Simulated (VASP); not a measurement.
# Zn (P6_3/mmc) in VASP: further runs

Zn is run at these levels: PBE; tasks: single point.

Everything below comes from runs of VASP 6.6.1. Logs are shortened: lines on timing, memory, paths and dates and some standing lists are left out, and cuts for length are marked.

**1. The cell of the first run**

Symmetry: P6_3/mmc, No. 194, hexagonal system. The conventional cell has a = 2.723 Å, b = 2.723 Å, c = 4.966 Å, α = 90.00°, β = 90.00°, γ = 120.00°. Zn (site symmetry -6m2) has 12 Zn at 2.72 to 2.94 Å within 3.6 Å.

**2. Single point, PBE**

File INCAR:

```
PREC = Accurate
ENCUT = 500
EDIFF = 1E-6
ISMEAR = -1
SIGMA = 0.05
LREAL = F
LASPH = T
NELM = 120
ALGO = Normal
ISIF = 2
LWAVE = F
LCHARG = F
GGA = PE
NBANDS = 19
GGA_COMPAT = F
```

File KPOINTS:

```
Automatic mesh
0
Gamma
  9 9 5
```

File POSCAR:

```
Zn
1.0
    2.7234000000      0.0000000000      0.0000000000
   -1.3617000000      2.3585335847      0.0000000000
    0.0000000000      0.0000000000      4.9660000000
Zn
2
Direct
    0.6666666667      0.3333333333      0.7500000000
    0.3333333333      0.6666666667      0.2500000000
```

Potentials or basis: VASP PAW PBE potentials, release 64 (Zn).

Launch:

```bash
$ cat potpaw_PBE.64/Zn/POTCAR > POTCAR
$ mpirun -np 1 vasp_std > vasp.out
```

OUTCAR:

```text
PREC = Accurate
   ENCUT = 500
   EDIFF = 1E-6
   ISMEAR = -1
   LREAL = F
   LASPH = T
   NELM = 120
   ISIF = 2
   GGA = PE

 ion  position               nearest neighbor table
   1  0.667  0.333  0.750-   2 2.94   2 2.94   2 2.94   2 2.94   2 2.94   2 2.94
   2  0.333  0.667  0.250-   1 2.94   1 2.94   1 2.94   1 2.94   1 2.94   1 2.94

  LATTYP: Found a hexagonal cell.
 ALAT       =     2.7234000000
 C/A-ratio  =     1.8234559741

  Lattice vectors:

 A1 = (   2.7234000000,   0.0000000000,   0.0000000000)
 A2 = (  -1.3617000000,   2.3585335847,   0.0000000000)
 A3 = (   0.0000000000,   0.0000000000,   4.9660000000)

Analysis of symmetry for initial positions (statically):
=====================================================================
 Subroutine PRICEL returns:
 Original cell was already a primitive cell.

 Routine SETGRP: Setting up the symmetry group for a
 hexagonal supercell.

 Subroutine GETGRP returns: Found 24 space group operations
 (whereof 12 operations were pure point group operations)
 out of a pool of 24 trial point group operations.

The static configuration has the point symmetry D_3d.
 The point group associated with its full space group is D_6h.

Analysis of symmetry for dynamics (positions and initial velocities):
=====================================================================
 Subroutine PRICEL returns:
 Original cell was already a primitive cell.

 Routine SETGRP: Setting up the symmetry group for a
 hexagonal supercell.

 Subroutine GETGRP returns: Found 24 space group operations
 (whereof 12 operations were pure point group operations)
 out of a pool of 24 trial point group operations.

The dynamic configuration has the point symmetry D_3d.
 The point group associated with its full space group is D_6h.

 Subroutine INISYM returns: Found 24 space group operations
 (whereof 12 operations are pure point group operations),
 and found     1 'primitive' translations

----------------------------------------------------------------------------------------

                                     Primitive cell

  volume of cell :      31.8978

  direct lattice vectors                    reciprocal lattice vectors
     2.723400000  0.000000000  0.000000000     0.367188074  0.211996133  0.000000000
    -1.361700000  2.358533585  0.000000000     0.000000000  0.423992266  0.000000000
     0.000000000  0.000000000  4.966000000     0.000000000  0.000000000  0.201369311

  length of vectors
     2.723400000  2.723400000  4.966000000     0.423992266  0.423992266  0.201369311

  position of ions in fractional coordinates (direct lattice)
     0.666666667  0.333333333  0.750000000
     0.333333333  0.666666667  0.250000000

  ion indices of the primitive-cell ions
   primitive index   ion index
                 1           1
                 2           2

----------------------------------------------------------------------------------------

 KPOINTS: Automatic mesh

Automatic generation of k-mesh.
 Grid dimensions read from file:
 generate k-points for:    9    9    5

 Generating k-lattice:

  Cartesian coordinates                     Fractional coordinates (reciprocal lattice)
     0.040798675  0.023555126  0.000000000     0.111111111  0.000000000  0.000000000
     0.000000000  0.047110252  0.000000000     0.000000000  0.111111111  0.000000000
     0.000000000  0.000000000  0.040273862     0.000000000  0.000000000  0.200000000

  Length of vectors
     0.047110252  0.047110252  0.040273862

  Shift w.r.t. Gamma in fractional coordinates (k-lattice)
     0.000000000  0.000000000  0.000000000

 Subroutine IBZKPT returns following result:
 ===========================================

 Found     36 irreducible k-points:

 Following reciprocal coordinates:
            Coordinates               Weight
  0.000000  0.000000  0.000000      1.000000
  0.111111  0.000000  0.000000      6.000000
  0.222222  0.000000  0.000000      6.000000
  0.333333  0.000000  0.000000      6.000000
  0.444444  0.000000  0.000000      6.000000
  0.111111  0.111111  0.000000      6.000000
[... 16 lines left out ...]
  0.333333  0.222222  0.200000     24.000000
  0.333333  0.333333  0.200000      4.000000
 [... further k-points ...]
   k-points           NKPTS =     36   k-points in BZ     NKDIM =     36   number of bands    NBANDS=     19
   number of dos      NEDOS =    301   number of ions     NIONS =      2
   total plane-waves  NPLWV =  14400
   dimension x,y,z NGX =    20 NGY =   20 NGZ =   36
   dimension x,y,z NGXF=    40 NGYF=   40 NGZF=   72
   ions per type =               2
   NGX,Y,Z   is equivalent  to a cutoff of  12.21, 12.21, 12.05 a.u.
   NGXF,Y,Z  is equivalent  to a cutoff of  24.42, 24.42, 24.10 a.u.
 SYSTEM =  unknown system
   PREC   = accura    normal or accurate (medium, high low for compatibility)
   ISTART =      0    job   : 0-new  1-cont  2-samecut
   ICHARG =      2    charge: 1-file 2-atom 10-const
   ISPIN  =      1    spin polarized calculation?
   LNONCOLLINEAR =      F non collinear calculations
   LSORBIT =      F    spin-orbit coupling
   LASPH  =      T    aspherical Exc in radial PAW
   ENCUT  =  500.0 eV  36.75 Ry    6.06 a.u.   4.97  4.97  9.05*2*pi/ulx,y,z
   NELM   =    120;   NELMIN=  2; NELMDL= -5     # of ELM steps
   EDIFF  = 0.1E-05   stopping-criterion for ELM
   LREAL  =      F    real-space projection
   EDIFFG = 0.1E-04   stopping-criterion for IOM
   NSW    =      0    number of steps for IOM
   IBRION =     -1    ionic relax: 0-MD 1-quasi-New 2-CG
   NFREE  =      0    steps in history (QN), initial steepest desc. (CG)
   ISIF   =      2    stress and relaxation
   ISYM   =      2    0-nonsym 1-usesym 2-fastsym
   POTIM  = 0.5000    time-step for ionic-motion
   TEBEG  =    0.0;   TEEND  =   0.0 temperature during run
   PSTRESS=    0.0 pullay stress
   NELECT =      24.0000    total number of electrons
   NUPDOWN=      -1.0000    fix difference up-down
   EMIN   =  10.00;   EMAX   =-10.00  energy-range for DOS
   EFERMI =   0.00;   METHOD = LEGACY
   ISMEAR =    -1;   SIGMA  =   0.05  broadening in eV -4-tet -1-fermi 0-gaus
   EFERMI_NEDOS =   21; number of points for ismear=-14 and -15
   IALGO  =     38    algorithm
   IMIX   =      4    mixing-type and parameters
     AMIX     =   0.40;   BMIX     =  1.00
     AMIX_MAG =   1.60;   BMIX_MAG =  1.00
  volume/ion in A,a.u.               =      15.95       107.63
  Fermi-wavevector in a.u.,A,eV,Ry     =   1.488990  2.813783 30.165366  2.217092
  Thomas-Fermi vector in A             =   2.601955
   LORBIT       =      0    0 simple, 1 ext, 2 COOP (PROOUT), +10 PAW based schemes
   GGA     = PE    functional components
   LHFCALC =     F    Hartree Fock is set to
   AEXX    =    0.0000 exact exchange contribution
   IVDW    =     0    specifies the selected vdW correction
   LEPSILON=     F    determine dielectric tensor
   LRPA    =     F    only Hartree local field effects (RPA)
 non-spin polarized calculation
  energy-cutoff  :      500.00
  volume of cell :       31.90
 maximum number of plane-waves:       837
 NGX is ok and might be reduce to    20
   NGX =  9   NGY =  9   NGZ = 19

 number of electron      23.9999956 magnetization

 Free energy of the ion-electron system (eV)
  ---------------------------------------------------
  ext. energy  EPLUGINS =         0.00000000
  ---------------------------------------------------
  free energy    TOTEN  =        -2.16022014 eV

  energy without entropy =       -2.15165185  energy(sigma->0) =       -2.15593599

 E-fermi :   3.0286     XC(G=0): -11.3107

 val. band max:        3.0136282453   @ k =   0.3333   0.2222   0.0000
 cond. band min:       3.0830801796   @ k =   0.3333   0.2222   0.2000
 fundamental gap:      0.0694519343
 Fermi energy:         3.0286452656

 k-point     1 :       0.0000    0.0000    0.0000
  band No.  band energies     occupation
      1      -7.2442      2.00000
      2      -5.5791      2.00000
      3      -4.9583      2.00000
      4      -4.7782      2.00000
      5      -4.7782      2.00000
      6      -4.7290      2.00000
[... 11 lines left out ...]
     18      20.9165      0.00000
     19      20.9165      0.00000

 k-point     2 :       0.1111    0.0000    0.0000
  band No.  band energies     occupation
      1      -6.8976      2.00000
      2      -5.4490      2.00000
      3      -4.9370      2.00000
      4      -4.7985      2.00000
      5      -4.7535      2.00000
      6      -4.7030      2.00000
[... 11 lines left out ...]
     18      20.0582      0.00000
     19      21.2889      0.00000

 k-point     3 :       0.2222    0.0000    0.0000
  band No.  band energies     occupation
      1      -5.9583      2.00000
      2      -5.2495      2.00000
      3      -4.8927      2.00000
      4      -4.8241      2.00000
      5      -4.7965      2.00000
      6      -4.6145      2.00000
[... 11 lines left out ...]
     18      17.7671      0.00000
     19      18.7125      0.00000

 k-point     4 :       0.3333    0.0000    0.0000
  band No.  band energies     occupation
      1      -5.3754      2.00000
      2      -5.2895      2.00000
      3      -5.0583      2.00000
      4      -4.7474      2.00000
      5      -4.6735      2.00000
      6      -4.6141      2.00000
[... 11 lines left out ...]
     18      16.8634      0.00000
     19      18.5932      0.00000

 k-point     5 :       0.4444    0.0000    0.0000
  band No.  band energies     occupation
      1      -5.4196      2.00000
      2      -5.3337      2.00000
      3      -5.1956      2.00000
      4      -4.7516      2.00000
      5      -4.6566      2.00000
      6      -4.6417      2.00000
[... 11 lines left out ...]
     18      16.4206      0.00000
     19      17.7079      0.00000

 k-point     6 :       0.1111    0.1111    0.0000
  band No.  band energies     occupation
      1      -6.2387      2.00000
      2      -5.2537      2.00000
      3      -4.9535      2.00000
      4      -4.8099      2.00000
      5      -4.7762      2.00000
      6      -4.6904      2.00000
[... 11 lines left out ...]
     18      18.4291      0.00000
     19      19.7484      0.00000

 k-point     7 :       0.2222    0.1111    0.0000
  band No.  band energies     occupation
      1      -5.3264      2.00000
      2      -5.1686      2.00000
      3      -4.9513      2.00000
      4      -4.8677      2.00000
      5      -4.7983      2.00000
      6      -4.6933      2.00000
[... 11 lines left out ...]
     18      16.6341      0.00000
     19      17.8350      0.00000

 k-point     8 :       0.3333    0.1111    0.0000
  band No.  band energies     occupation
      1      -5.2955      2.00000
      2      -5.2128      2.00000
      3      -5.1284      2.00000
      4      -4.7489      2.00000
      5      -4.6802      2.00000
      6      -4.6414      2.00000
[... 256 lines left out ...]
 k-point    20 :       0.3333    0.1111    0.2000
  band No.  band energies     occupation
      1      -5.2941      2.00000
      2      -5.2598      2.00000
      3      -5.0577      2.00000
      4      -4.9173      2.00000
      5      -4.6827      2.00000
      6      -4.5639      2.00000
[... 11 lines left out ...]
     18      14.1035      0.00000
     19      17.9379      0.00000

 k-point    21 :       0.4444    0.1111    0.2000
  band No.  band energies     occupation
      1      -5.3254      2.00000
      2      -5.3249      2.00000
      3      -5.1024      2.00000
      4      -4.9140      2.00000
      5      -4.7030      2.00000
      6      -4.5121      2.00000
[... 11 lines left out ...]
     18      13.7095      0.00000
     19      18.2469      0.00000

 k-point    22 :       0.2222    0.2222    0.2000
  band No.  band energies     occupation
      1      -5.1147      2.00000
      2      -5.0559      2.00000
      3      -4.9886      2.00000
      4      -4.9428      2.00000
      5      -4.7605      2.00000
      6      -4.6510      2.00000
[... 11 lines left out ...]
     18      14.7304      0.00000
     19      16.2059      0.00000

 k-point    23 :       0.3333    0.2222    0.2000
  band No.  band energies     occupation
      1      -5.1602      2.00000
      2      -5.0946      2.00000
      3      -4.9475      2.00000
      4      -4.9139      2.00000
      5      -4.7976      2.00000
      6      -4.5840      2.00000
[... 11 lines left out ...]
     18      12.1261      0.00000
     19      15.1217      0.00000

 k-point    24 :       0.3333    0.3333    0.2000
  band No.  band energies     occupation
      1      -5.0595      2.00000
      2      -4.9635      2.00000
      3      -4.9635      2.00000
      4      -4.8397      2.00000
      5      -4.7591      2.00000
      6      -4.7591      2.00000
[... 11 lines left out ...]
     18      11.3115      0.00000
     19      12.8389      0.00000

 [... further k-points ...]
[... 5 lines left out ...]
  --------------------------------------------------------------------------------------
  -------------------------------------------------------------------------------------
  Total       -0.7988457     -0.7988457     -0.2672764     -0.0000000      0.0000000      0.0000000
  in kB      -40.1248346    -40.1248346    -13.4248978     -0.0000000      0.0000000      0.0000000
  external PRESSURE =     -31.2248557 kB  Pullay stress =       0.0000000 kB

 VOLUME and BASIS-vectors are now :
 -----------------------------------------------------------------------------
  energy-cutoff  :      500.00
  volume of cell :       31.90
      direct lattice vectors                 reciprocal lattice vectors
     2.723400000  0.000000000  0.000000000     0.367188074  0.211996133  0.000000000
    -1.361700000  2.358533585  0.000000000     0.000000000  0.423992266  0.000000000
     0.000000000  0.000000000  4.966000000     0.000000000  0.000000000  0.201369311

 POSITION                                       TOTAL-FORCE (eV/Angst)
 -----------------------------------------------------------------------------------
      1.36170      0.78618      3.72450        -0.000000      0.000000      0.000000
     -0.00000      1.57236      1.24150         0.000000     -0.000000      0.000000
 -----------------------------------------------------------------------------------
    total drift:                                0.000000     -0.000000      0.000000

  FREE ENERGIE OF THE ION-ELECTRON SYSTEM (eV)
  ---------------------------------------------------
  free  energy   TOTEN  =        -2.1602201410 eV

  energy  without entropy=       -2.1516518472  energy(sigma->0) =       -2.15593599
```

It took 12 s on 1 thread of Intel Xeon 6975P-C (Granite Rapids), shared host; peak memory 0.14 GiB.

What came out:

| Item | Value |
| --- | --- |
| Free energy | -2.1602 eV |
| Pressure | -3.1 GPa |
| Band gap on the k mesh | zero (band 12 reaches 3.44 eV, above the bottom of band 13 at -0.09 eV) |

Stress tensor (GPa, compression positive):
```
-4.01  0.00  0.00
 0.00 -4.01  0.00
 0.00  0.00 -1.34
```

(Part 1 of 2 ends here.)
